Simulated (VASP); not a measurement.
Write the native input for VASP 6.6.1 that does the following.

* Task: single point
* Functional: PBE
* Potentials or basis: VASP PAW PBE potentials, release 64 (Cd, S)
* Cutoff: 520 eV
* k mesh: 8 × 8 × 5
* Occupations: fermi-dirac, width 0.05 eV
* Spin: no spin polarisation
* Dipole correction: no
* Further INCAR settings: ALGO = Normal; EDIFF = 1e-06; NBANDS = 22

The structure of Cd2S lies in POSCAR:

```
Cd2S
1.0
    4.0148164244      0.0000000000      0.0000000000
   -2.0074082122      3.4769330151      0.0000000000
    0.0000000000      0.0000000000      5.8856375034
Cd S
2 1
Direct
    0.3333333333      0.6666666667      0.9327170000
    0.6666666667      0.3333333333      0.5787350000
    0.3333333333      0.6666666667      0.3657050000
```

One way to write it, as run:

INCAR

```
  PREC = Accurate
  ENCUT = 520
  EDIFF = 1E-6
  ISMEAR = -1
  SIGMA = 0.05
  LREAL = F
  LASPH = T
  NELM = 100
  ALGO = Normal
  ISIF = 2
  LWAVE = F
  LCHARG = F
  GGA = PE
  NBANDS = 22
```

KPOINTS

```
Automatic mesh
0
Gamma
  8 8 5
```

Potentials or basis: VASP PAW PBE potentials, release 64 (Cd, S).

Run with:

```sh
$ cat potpaw_PBE.64/Cd/POTCAR potpaw_PBE.64/S/POTCAR > POTCAR
$ mpirun -np 1 vasp_std > vasp.out
```

It gave:

| Property | Result |
| --- | --- |
| Pressure | -1.4 GPa |
| Largest force | 0.192 eV/Å |
| Band gap on the k mesh | 0.27 eV, indirect (least direct gap 0.57 eV) |

Wall time 28 s on 1 thread of Intel(R) Xeon(R) 6975P-C (Granite Rapids), with other jobs on the host, peak memory 0.22 GiB.
